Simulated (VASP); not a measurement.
A run of VASP 6.6.1 is set up as follows.

The input INCAR:

```
SYSTEM = Cu12CO
  PREC = Accurate
  ENCUT = 520
  EDIFF = 1E-6
  ISMEAR = 0
  SIGMA = 0.1
  LREAL = .FALSE.
  LASPH = .TRUE.
  NELM = 100
  ALGO = Normal
  ISIF = 2
  LWAVE = .FALSE.
  LCHARG = .FALSE.
  LDIPOL = .TRUE.
  IDIPOL = 3
  DIPOL = 0.5 0.5 0.300
  GGA = PE
  IVDW = 12
  NBANDS = 84
```

File KPOINTS:

```
Automatic mesh
0
G
  6 6 1
  0 0 0
```

POSCAR

```
Cu12CO
1.0
    5.0393684011      0.0000000000      0.0000000000
   -2.5196842005      4.3642210544      0.0000000000
    0.0000000000      0.0000000000     22.8721943999
Cu O C
12 1 1
Direct
    0.3333333333      0.1666666667      0.1748848375
    0.3333333333      0.6666666667      0.1748848375
    0.8333333333      0.1666666667      0.1748848375
    0.8333333333      0.6666666667      0.1748848375
    0.1666666667      0.3333333333      0.2649977796
    0.1666666667      0.8333333333      0.2649977796
    0.6666666667      0.3333333333      0.2649977796
    0.6666666667      0.8333333333      0.2649977796
    0.0000000000      0.0000000000      0.3551121619
    0.0000000000      0.5000000000      0.3551121619
    0.5000000000      0.0000000000      0.3551121619
    0.5000000000      0.5000000000      0.3551121619
    0.1666666667      0.0833333333      0.4862757900
    0.1666666667      0.0833333333      0.5365551807
```

Potentials or basis: VASP PAW PBE potentials, release 64 (Cu, O, C).

Run with:

```sh
$ cat potpaw_PBE.64/Cu/POTCAR potpaw_PBE.64/O/POTCAR potpaw_PBE.64/C/POTCAR > POTCAR
$ mpirun -np 1 vasp_std > vasp.out
```

Problem. Estimate the largest force.

Solution. 0.764 eV/Å.

Problem. What does it give for the band gap on the k mesh?

Solution. Zero (bands 71 and 72 overlap by 0.41 eV).

Problem. What does it give for the dispersion energy per atom?

Solution. -0.351 eV.

Forces on the atoms (eV/Å):
```
Cu   0.001  0.001 -0.051
Cu   0.001  0.001 -0.036
Cu  -0.001  0.000 -0.041
Cu   0.000 -0.001 -0.041
Cu   0.004 -0.007  0.004
Cu  -0.004  0.007  0.004
Cu  -0.004 -0.002  0.003
Cu   0.004  0.002  0.000
Cu  -0.020 -0.012  0.002
Cu  -0.008 -0.004  0.034
Cu   0.024 -0.005  0.018
Cu   0.008  0.023  0.018
O   -0.006 -0.004  0.764
C    0.001  0.001 -0.680
```

With open d or f shells a metallic result of PBE can be an artefact of self-interaction; +U or a hybrid may open a gap.
